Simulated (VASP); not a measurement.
Write the native input for VASP 6.6.1 that does the following.

```
Task                   : single point
Functional             : PBE
Potentials or basis    : VASP PAW PBE potentials, release 64 (H)
Cutoff                 : 520 eV
k mesh                 : 6 × 6 × 6
Occupations            : gaussian, width 0.05 eV
Spin                   : collinear spin
Starting moments       : [1.05, 1.05] μB
Dipole correction      : no
Further INCAR settings : ALGO = Normal; EDIFF = 1e-06; NBANDS = 12
```

The structure of H lies in POSCAR:

```
H
1.0
    5.5656000000      0.0000000000      0.0000000000
   -2.7828000000      4.8199509873      0.0000000000
    0.0000000000      0.0000000000      4.1379000000
H
2
Direct
    0.3333333333      0.6666666667      0.2500000000
    0.6666666667      0.3333333333      0.7500000000
```

The input as run:

INCAR

```
SYSTEM = H
  PREC = Accurate
  ENCUT = 520
  EDIFF = 1E-6
  ISMEAR = 0
  SIGMA = 0.05
  LREAL = .FALSE.
  LASPH = .TRUE.
  NELM = 150
  ALGO = Normal
  ISIF = 2
  LWAVE = .FALSE.
  LCHARG = .FALSE.
  ISPIN = 2
  MAGMOM = 1.05 1.05
  LORBIT = 11
  GGA = PE
  NBANDS = 12
```

KPOINTS

```
regular mesh
0
G
  6 6 6
  0 0 0
```

Potentials or basis: VASP PAW PBE potentials, release 64 (H).

Run with:

```sh
$ cat potpaw_PBE.64/H/POTCAR > POTCAR
$ mpirun -np 1 vasp_std > vasp.out
```

It gave:

- Pressure: 0.0 GPa
- Band gap on the k mesh: 6.75 eV (least direct gap 7.21 eV)
- Net moment: 2.00 μB per cell
- Site moments: H +0.38 μB
- Valence electrons inside the program's atomic spheres: H 0.38

Caveat: the atoms stand far beyond bonding distance.

Wall time 40 s on 1 thread of Intel(R) Xeon(R) 6975P-C (Granite Rapids) (shared host), peak memory 0.27 GiB.
